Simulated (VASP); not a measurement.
Co, 2 atoms in the cell. The structure is cubic, space group Fd-3m (No. 227). Conventional cell: a = 4.334 Å, b = 4.334 Å, c = 4.334 Å, α = 90.00°, β = 90.00°, γ = 90.00°. Co (site symmetry -43m) has 4 Co at 1.88 Å within 2.5 Å. This isn't the form of Co at room conditions, which is hcp.

* Program: VASP 6.6.1
* Task: relaxation of cell and atoms
* Functional: LDA
* Potentials or basis: VASP PAW LDA potentials, release 64 (Co)
* Cutoff: 600 eV
* k mesh: 15 × 15 × 15
* Occupations: fermi-dirac, width 0.1 eV
* Spin: collinear spin, ferromagnetic start
* Starting moments: [1.7, 1.7] μB
* Target pressure: 100 GPa
* Dipole correction: no
* Further INCAR settings: ALGO = Normal; EDIFF = 1e-06; IBRION = 2; EDIFFG = -0.005; NSW = 32; ISIF = 3

Potentials or basis: VASP PAW LDA potentials, release 64 (Co).

Run with:

```console
$ cat potpaw_LDA.64/Co/POTCAR > POTCAR
$ mpirun -np 1 vasp_std > vasp.out
```

Hardware: 1 thread of Intel(R) Xeon(R) 6975P-C (Granite Rapids), with other jobs on the host.

Task: Estimate the wall time of this run.

Result: Run time: 58 s on 1 thread of Intel(R) Xeon(R) 6975P-C (Granite Rapids), on a shared host, peak memory 0.19 GiB. Counts: scf iterations 33, k points 120, ion steps 4.
